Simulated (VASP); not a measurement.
Runs of VASP 6.6.1 on GaAs. The structure is that of space group F-43m (No. 216), or close to it. The cells are those of the table. 

```csv
task,level,cell,cutoff (eV),gap on the mesh (eV),pressure (GPa),relaxed volume (Å³/atom)
single point,revPBE+D3(BJ),"a = 3.995 Å, angles 60.0°, 2 atoms",520,(b),0.1,-
single point,r2SCAN+rVV10,"a = 3.993 Å, angles 60.0°, 2 atoms",520,1.01,0.1,-
relaxation of cell and atoms,revPBE+D3(BJ),"relaxed from a = 3.998 Å, angles 60.0°, 2 atoms",600,0.61,0.0,-
relaxation of cell and atoms,r2SCAN+rVV10,"relaxed from a = 3.998 Å, angles 60.0°, 2 atoms",600,(c),0.1,22.53
single point,r2SCAN,"a = 4.007 Å, angles 60.0°, 2 atoms",520,0.94,0.1,-
relaxation of cell and atoms,r2SCAN,"relaxed from a = 3.998 Å, angles 60.0°, 2 atoms",600,(a),-0.1,22.78
```

Alike in all rows: potentials or basis VASP PAW PBE potentials, release 64 (Ga_d, As); no spin polarisation; k mesh 6 × 6 × 6; smearing gaussian 0.01 eV.

Q: Estimate the missing entries.

A: (a) 0.93; (b) 0.62; (c) 1.00.

Caveats: the PAW data sets were made with another functional, which shifts forces and pressure a little; the relaxation stopped at its first step, so nothing moved (some runs).

A k mesh can miss the band edges, and the runs leave out spin-orbit coupling on As, Ga.
